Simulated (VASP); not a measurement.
# WSe2 in VASP: single point with PBE

Aim: the single point of WSe2 with PBE.

All numbers are computed with VASP 6.6.1; they aren't measurements. Logs are shortened: lines on timing, memory, paths and dates and some standing lists are left out, and cuts for length are marked.

## (1) The cell of the first run

The cell holds a slab with vacuum, 3 atoms: a = 3.318 Å, b = 3.318 Å, c = 16.325 Å, α = 90.00°, β = 90.00°, γ = 120.00°.

## (2) Single point, PBE, non-collinear spin, zero start, spin-orbit coupling

INCAR

```
PREC = Accurate
ENCUT = 520
EDIFF = 1E-6
ISMEAR = 0
SIGMA = 0.05
LREAL = False
LASPH = True
NELM = 150
ALGO = Normal
ISIF = 2
LWAVE = False
LCHARG = True
MAGMOM = 0 0 0 0 0 0 0 0 0
LORBIT = 11
LSORBIT = True
GGA_COMPAT = False
LORBMOM = True
LMAXMIX = 4
GGA = PE
LVHAR = True
NBANDS = 39
KPAR = 4
```

KPOINTS

```
regular mesh
0
Gamma
  24 24 1
```

POSCAR

```
WSe2
1.0
    3.3178532700      0.0000000000      0.0000000000
   -1.6589266300      2.8733452200      0.0000000000
    0.0000000000      0.0000000000     16.3252245500
W Se
1 2
Direct
    0.0000000000      0.0000000000      0.5000000000
    0.3333333300      0.6666666700      0.6018745900
    0.3333333300      0.6666666700      0.3981254100
```

Potentials or basis: VASP PAW PBE potentials, release 64 (W_sv, Se).

Run with:

```
cat potpaw_PBE.64/W_sv/POTCAR potpaw_PBE.64/Se/POTCAR > POTCAR
mpirun -np 4 vasp_ncl > vasp.out
```

OUTCAR:

```text
PREC = Accurate
   ENCUT = 520
   EDIFF = 1E-6
   ISMEAR = 0
   LREAL = False
   LASPH = True
   NELM = 150
   ISIF = 2
   LORBIT = 11
   LSORBIT = True
   GGA = PE

 ion  position               nearest neighbor table
   1  0.000  0.000  0.500-   2 2.54   3 2.54   2 2.54   3 2.54   2 2.54   3 2.54
   2  0.333  0.667  0.602-   1 2.54   1 2.54   1 2.54
   3  0.333  0.667  0.398-   1 2.54   1 2.54   1 2.54

  LATTYP: Found a hexagonal cell.
 ALAT       =     3.3178532700
 C/A-ratio  =     4.9204178791

  Lattice vectors:

 A1 = (   3.3178532700,   0.0000000000,   0.0000000000)
 A2 = (  -1.6589266300,   2.8733452200,   0.0000000000)
 A3 = (   0.0000000000,   0.0000000000,  16.3252245500)

Analysis of symmetry for initial positions (statically):
=====================================================================
 Subroutine PRICEL returns:
 Original cell was already a primitive cell.

 Routine SETGRP: Setting up the symmetry group for a
 hexagonal supercell.

 Subroutine GETGRP returns: Found 12 space group operations
 (whereof 12 operations were pure point group operations)
 out of a pool of 24 trial point group operations.

The static configuration has the point symmetry D_3h.

Analysis of symmetry for dynamics (positions and initial velocities):
=====================================================================
 Subroutine PRICEL returns:
 Original cell was already a primitive cell.

 Routine SETGRP: Setting up the symmetry group for a
 hexagonal supercell.

 Subroutine GETGRP returns: Found 12 space group operations
 (whereof 12 operations were pure point group operations)
 out of a pool of 24 trial point group operations.

The dynamic configuration has the point symmetry D_3h.

Analysis of structural, dynamic, and magnetic symmetry:
=====================================================================
 Subroutine PRICEL returns:
 Original cell was already a primitive cell.

 Routine SETGRP: Setting up the symmetry group for a
 hexagonal supercell.

 Subroutine GETGRP returns: Found 12 space group operations
 (whereof 12 operations were pure point group operations)
 out of a pool of 24 trial point group operations.

The overall configuration has the point symmetry D_3h.

 Subroutine INISYM returns: Found 12 space group operations
 (whereof 12 operations are pure point group operations),
 and found     1 'primitive' translations

----------------------------------------------------------------------------------------

                                     Primitive cell

  volume of cell :     155.6339

  direct lattice vectors                    reciprocal lattice vectors
     3.317853270  0.000000000  0.000000000     0.301399706  0.174013201  0.000000000
    -1.658926630  2.873345220  0.000000000     0.000000000  0.348026402  0.000000000
     0.000000000  0.000000000 16.325224550     0.000000000  0.000000000  0.061254900

  length of vectors
     3.317853270  3.317853269 16.325224550     0.348026402  0.348026402  0.061254900

  position of ions in fractional coordinates (direct lattice)
     0.000000000  0.000000000  0.500000000
     0.333333330  0.666666670  0.601874590
     0.333333330  0.666666670  0.398125410

  ion indices of the primitive-cell ions
   primitive index   ion index
                 1           1
                 2           2
                 3           3

----------------------------------------------------------------------------------------

 KPOINTS: regular mesh

Automatic generation of k-mesh.
 Grid dimensions read from file:
 generate k-points for:   24   24    1

 Generating k-lattice:

  Cartesian coordinates                     Fractional coordinates (reciprocal lattice)
     0.012558321  0.007250550  0.000000000     0.041666667  0.000000000  0.000000000
[... 99 lines left out ...]
 number of electron      26.0000003 magnetization      -0.0000000     -0.0000000     -0.0000000

 number of electron      26.0000003 magnetization       0.0000000     -0.0000000      0.0000000

 number of electron      26.0000003 magnetization      -0.0000000      0.0000000     -0.0000000

 Free energy of the ion-electron system (eV)
  ---------------------------------------------------
  ext. energy  EPLUGINS =         0.00000000
  ---------------------------------------------------
  free energy    TOTEN  =       -22.43425247 eV

  energy without entropy =      -22.43425247  energy(sigma->0) =      -22.43425247

 E-fermi :  -0.1098     XC(G=0):  -4.8712

 val. band max:       -0.5527339261   @ k =   0.3333   0.3333   0.0000
 cond. band min:       0.6780016296   @ k =   0.3333   0.3333   0.0000
 fundamental gap:      1.2307355557
 Fermi energy:        -0.1098229351

 k-point     1 :       0.0000    0.0000    0.0000
  band No.  band energies     occupation
      1     -74.8491      1.00000
      2     -74.8491      1.00000
      3     -44.9332      1.00000
      4     -44.9332      1.00000
      5     -36.2703      1.00000
      6     -36.2703      1.00000
[... 973 lines left out ...]
     37       6.2149      0.00000
     38       6.2149      0.00000

 [... further k-points ...]

 [bands above 38 left out]

------------------------ aborting loop because EDIFF is reached ----------------------------------------

  FORCE on cell =-STRESS in cart. coord.  units (eV):
  Direction    XX          YY          ZZ          XY          YZ          ZX
  --------------------------------------------------------------------------------------
  -------------------------------------------------------------------------------------
  Total        0.6054083      0.6054083      1.1604101      0.0000000      0.0000000      0.0000000
  in kB        6.2323925      6.2323925     11.9458745      0.0000000      0.0000000      0.0000000
  external PRESSURE =       8.1368865 kB  Pullay stress =       0.0000000 kB

 VOLUME and BASIS-vectors are now :
 -----------------------------------------------------------------------------
  energy-cutoff  :      520.00
  volume of cell :      155.63
      direct lattice vectors                 reciprocal lattice vectors
     3.317853270  0.000000000  0.000000000     0.301399706  0.174013201  0.000000000
    -1.658926630  2.873345220  0.000000000     0.000000000  0.348026402  0.000000000
     0.000000000  0.000000000 16.325224550     0.000000000  0.000000000  0.061254900

 POSITION                                       TOTAL-FORCE (eV/Angst)
 -----------------------------------------------------------------------------------
      0.00000      0.00000      8.16261         0.000000      0.000000      0.000000
     -0.00000      1.91556      9.82574        -0.000000     -0.000000      0.352385
     -0.00000      1.91556      6.49949         0.000000     -0.000000     -0.352385
 -----------------------------------------------------------------------------------
    total drift:                                0.000011     -0.000006      0.000000

  FREE ENERGIE OF THE ION-ELECTRON SYSTEM (eV)
  ---------------------------------------------------
  free  energy   TOTEN  =       -22.4342524710 eV

  energy  without entropy=      -22.4342524710  energy(sigma->0) =      -22.43425247

 orbital moment (x)

 # of ion     p       d       tot
 ----------------------------------------
  1        -0.000   0.000   0.000
  2        -0.000   0.000  -0.000
  3         0.000  -0.000   0.000
 ----------------------------------------
            0.000  -0.000   0.000

 orbital moment (y)

 # of ion     p       d       tot
 ----------------------------------------
  1        -0.000   0.000   0.000
  2         0.000  -0.000   0.000
  3        -0.000   0.000   0.000
 ----------------------------------------
            0.000   0.000   0.000

 orbital moment (z)

 # of ion     p       d       tot
 ----------------------------------------
  1         0.000   0.000   0.000
  2         0.000   0.000   0.000
  3         0.000   0.000   0.000
 ----------------------------------------
            0.000   0.000   0.000

 Spin-Orbit-Coupling matrix elements

 Ion:    1  E_soc:     -1.5311872
 l=   1
     0.0000000    -0.2247730    -0.2253570
    -0.2247730     0.0000000    -0.2247730
    -0.2253570    -0.2247730     0.0000000
 l=   2
     0.0000000    -0.0056916     0.0000000    -0.0056916    -0.0261906
    -0.0056916     0.0000000    -0.0183421    -0.0050493    -0.0056916
     0.0000000    -0.0183421     0.0000000    -0.0183421     0.0000000
    -0.0056916    -0.0050493    -0.0183421     0.0000000    -0.0056916
    -0.0261906    -0.0056916     0.0000000    -0.0056916     0.0000000
 l=   3
     0.0000000     0.0000000     0.0000000     0.0000000     0.0000000     0.0000000     0.0000000
     0.0000000     0.0000000     0.0000000     0.0000000     0.0000000     0.0000000     0.0000000
     0.0000000     0.0000000     0.0000000     0.0000000     0.0000000     0.0000000     0.0000000
     0.0000000     0.0000000     0.0000000     0.0000000     0.0000000     0.0000000     0.0000000
[... 29 lines left out ...]
 l=   2
     0.0000000     0.0000062     0.0000000     0.0000062     0.0000037
     0.0000062     0.0000000     0.0000043     0.0000123     0.0000062
     0.0000000     0.0000043     0.0000000     0.0000043     0.0000000
     0.0000062     0.0000123     0.0000043     0.0000000     0.0000062
     0.0000037     0.0000062     0.0000000     0.0000062     0.0000000
 l=   3
     0.0000000     0.0000000     0.0000000     0.0000000     0.0000000     0.0000000     0.0000000
     0.0000000     0.0000000     0.0000000     0.0000000     0.0000000     0.0000000     0.0000000
     0.0000000     0.0000000     0.0000000     0.0000000     0.0000000     0.0000000     0.0000000
     0.0000000     0.0000000     0.0000000     0.0000000     0.0000000     0.0000000     0.0000000
     0.0000000     0.0000000     0.0000000     0.0000000     0.0000000     0.0000000     0.0000000
     0.0000000     0.0000000     0.0000000     0.0000000     0.0000000     0.0000000     0.0000000
     0.0000000     0.0000000     0.0000000     0.0000000     0.0000000     0.0000000     0.0000000

 total charge

# of ion       s       p       d       tot
------------------------------------------
    1        2.309   6.280   3.378  11.966
    2        1.474   2.354   0.068   3.895
    3        1.474   2.354   0.068   3.895
--------------------------------------------------
tot          5.256  10.987   3.513  19.757

 magnetization (x)

# of ion       s       p       d       tot
------------------------------------------
    1       -0.000   0.000   0.000  -0.000
    2        0.000   0.000  -0.000   0.000
    3       -0.000  -0.000   0.000  -0.000
--------------------------------------------------
tot          0.000  -0.000   0.000  -0.000

 magnetization (y)

# of ion       s       p       d       tot
------------------------------------------
    1        0.000  -0.000  -0.000   0.000
    2        0.000   0.000   0.000   0.000
    3        0.000   0.000   0.000   0.000
--------------------------------------------------
tot          0.000  -0.000  -0.000   0.000

 magnetization (z)

# of ion       s       p       d       tot
------------------------------------------
    1        0.000   0.000   0.000   0.000
    2        0.000   0.000  -0.000   0.000
    3        0.000   0.000  -0.000   0.000
--------------------------------------------------
tot          0.000   0.000  -0.000   0.000
```

Wall time 16 min (4 MPI ranks of Intel Xeon Platinum 8175M at 2.50GHz (Skylake/Cascade Lake), shared host); peak memory 1.4 GiB.

Results:

```
Free energy                                           : -22.4343 eV
Largest force                                         : 0.352 eV/Å
Net moment                                            : 0.00 μB per cell
Valence electrons inside the program's atomic spheres : W 11.97; Se 3.90
```

Forces on the atoms (eV/Å):
```
W    0.000  0.000  0.000
Se   0.000  0.000  0.352
Se   0.000  0.000 -0.352
```

Moments on the atoms (μB; x, y, z):
```
W   0.00 0.00 0.00
Se  0.00 0.00 0.00
Se  0.00 0.00 0.00
```

Caveat: there is no dipole correction, which matters where the two faces differ.
